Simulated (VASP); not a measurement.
## Sn: single point with PBEsol

Sn:

```
CELL_PARAMETERS angstrom
2.87324 0.00000 0.00000
0.00000 2.87324 0.00000
0.00000 0.00000 2.87324
ATOMIC_POSITIONS crystal
Sn 0.00000 0.00000 0.00000
```

This cell differs from its parent crystal: volume scaled by 0.85.

```json
{
  "Program": "VASP 6.6.1",
  "Task": "single point",
  "Functional": "PBEsol",
  "Potentials or basis": "VASP PAW PBE potentials, release 64 (Sn_d)",
  "Cutoff": "520 eV",
  "k mesh": "14 × 14 × 14",
  "Occupations": "fermi-dirac, width 0.1 eV",
  "Spin": "no spin polarisation"
}
```

```
Pressure               : 13.0 GPa
Band gap on the k mesh : zero (band 7 reaches 15.59 eV, above the bottom of band 8 at 6.73 eV)
```

Levels at points of the mesh, in eV from the Fermi level:
```tsv
k point	band 5	band 6	band 7	band 8	band 9	band 10
(0.00, 0.00, 0.00)	-21.17	-12.25	6.10	6.10	6.10	9.56
(0.50, 0.00, 0.00)	-21.15	-8.31	-5.75	9.45	9.45	12.29
(0.50, 0.50, 0.00)	-20.96	-4.07	-2.76	-2.76	2.51	13.40
(0.50, 0.50, 0.50)	-20.95	0.17	0.17	0.17	1.04	6.09
```

It took 17 s on 1 thread of Intel(R) Xeon(R) Platinum 8488C (Sapphire Rapids), on a shared host, peak memory 0.16 GiB.

Caveat: the PAW data sets were made with another functional, which shifts forces and pressure a little; spin-orbit coupling is left out, which moves the levels of the heavy elements.
